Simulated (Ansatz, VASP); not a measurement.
**Two plane-wave programs on Sn2Ge**

Contents of INCAR:

```
SYSTEM = Sn2Ge
PREC     = Accurate       ! precision mode
ENCUT    = 520            ! plane-wave cutoff, eV
EDIFF    = 1E-6           ! SCF threshold, eV
ISMEAR   = -1             ! smearing method
SIGMA    = 0.02           ! smearing width, eV
LREAL    = .False.        ! projectors in reciprocal space
LASPH    = .True.         ! aspherical terms in the spheres
NELM     = 150            ! most SCF steps
ALGO     = Normal         ! electronic algorithm
ISIF     = 2              ! what is computed and relaxed
LWAVE    = .False.        ! write WAVECAR
LCHARG   = .True.         ! write CHGCAR
MAGMOM   = 0 0 0 0 0 0 0 0 0 0 0 0 0 0 0 0 0 0 ! initial moments
LORBIT   = 11             ! projections on sites
LSORBIT  = .True.         ! spin-orbit coupling
GGA_COMPAT= .False.      
LORBMOM  = .True.       
GGA      = PE             ! functional
LVHAR    = .True.       
NBANDS   = 100            ! bands
```

Contents of KPOINTS:

```
Automatic mesh
0
Gamma
  6 6 2
  0 0 0
```

The input POSCAR:

```
Sn2Ge
1.0
    4.4551147566      0.0000000000      0.0000000000
   -2.2275573783      3.8582425560      0.0000000000
    0.0000000000      0.0000000000     10.8444337016
Ge Sn
2 4
Direct
    0.3333333333      0.6666666667      0.7070923888
    0.6666666667      0.3333333333      0.2929076112
    0.0000000000      0.0000000000      0.3684458221
    0.6666666667      0.3333333333      0.0484704609
    0.0000000000      0.0000000000      0.6315541779
    0.3333333333      0.6666666667      0.9515295391
```

Input for Ansatz:

```yaml
crystal:
  lattice:
    - [4.4551147566, 0.0, 0.0]
    - [-2.2275573783, 3.858242556, 0.0]
    - [0.0, 0.0, 10.8444337016]
  atoms:
    - { symbol: Ge, position: [0.3333333333, 0.6666666667, 0.7070923888] }
    - { symbol: Sn, position: [0.0, 0.0, 0.3684458221] }
    - { symbol: Sn, position: [0.6666666667, 0.3333333333, 0.0484704609] }
    - { symbol: Sn, position: [0.0, 0.0, 0.6315541779] }
    - { symbol: Ge, position: [0.6666666667, 0.3333333333, 0.2929076112] }
    - { symbol: Sn, position: [0.3333333333, 0.6666666667, 0.9515295391] }
kpoints:
  mp_grid: { grid: [6, 6, 2] }
  band_path:
    path:
      - [0.0, 0.0, 0.0]
      - [0.5, 0.0, 0.0]
      - [0.3333333333, 0.3333333333, 0.0]
      - [0.0, 0.0, 0.5]
      - [0.5, 0.0, 0.5]
      - [0.3333333333, 0.3333333333, 0.5]
      - [0.05, 0.0, 0.0]
    npoints: 1
hamiltonian:
  xc: pbe
scf:
  occupations: { method: fermi_dirac, width: 0.02 }
  n_extra_bands: 10
magnetization:
  noncollinear: true
  spin_orbit: true
output:
  forces: true
  stress: true
  eigenvalues: true
```

Alike in both runs: task single point; functional PBE; k mesh 6 × 6 × 2; occupations fermi-dirac, width 0.02 eV; non-collinear spin, spin-orbit coupling.

```csv
,VASP,Ansatz
version,VASP 6.6.1,Ansatz 0.2.0
potentials or method,"VASP PAW PBE potentials, release 64 (Ge_d, Sn_d)","plane waves, PAW"
plane-wave cutoff (eV),520,420
valence electrons in the cell,84,84
```

|  | VASP | Ansatz | Ansatz less VASP |
| --- | --- | --- | --- |
| pressure (GPa) | 1.8 | 1.8 | +0.01 |
| rms of the force components (eV/Å) | 0.020 | 0.020 | -0.0003 |

The functional is the same, so the differences come from potentials, cutoffs and numerics.
